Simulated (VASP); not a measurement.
MoS, 2 atoms in the cell. The structure is cubic, space group Pm-3m (No. 221). Conventional cell: a = 3.006 Å, b = 3.006 Å, c = 3.006 Å, α = 90.00°, β = 90.00°, γ = 90.00°. Mo (site symmetry m-3m) has 8 S at 2.60 Å and 6 Mo at 3.01 Å within 3.4 Å. S (site symmetry m-3m) has 8 Mo at 2.60 Å and 6 S at 3.01 Å within 3.4 Å. 

```yaml
Program: VASP 6.6.1
Task: single point
Functional: PBE
Potentials_or_basis: VASP PAW PBE potentials, release 64 (Mo_sv, S)
Cutoff: 520 eV
k_mesh: 14 × 14 × 14
Occupations: gaussian, width 0.1 eV
Spin: no spin polarisation
Dipole_correction: no
Further_INCAR_settings: ALGO = Normal; EDIFF = 1e-06; NBANDS = 17
```

Potentials or basis: VASP PAW PBE potentials, release 64 (Mo_sv, S).

Command:

```bash
$ cat potpaw_PBE.64/Mo_sv/POTCAR potpaw_PBE.64/S/POTCAR > POTCAR
$ mpirun -np 1 vasp_std > vasp.out
```

Hardware: 1 thread of Intel(R) Xeon(R) Platinum 8488C (Sapphire Rapids), on a shared host.

How long does it take, and how much memory?

Wall time 29 s on 1 thread of Intel(R) Xeon(R) Platinum 8488C (Sapphire Rapids), with other jobs on the host, peak memory 0.17 GiB. Counts: scf iterations 12, k points 120.
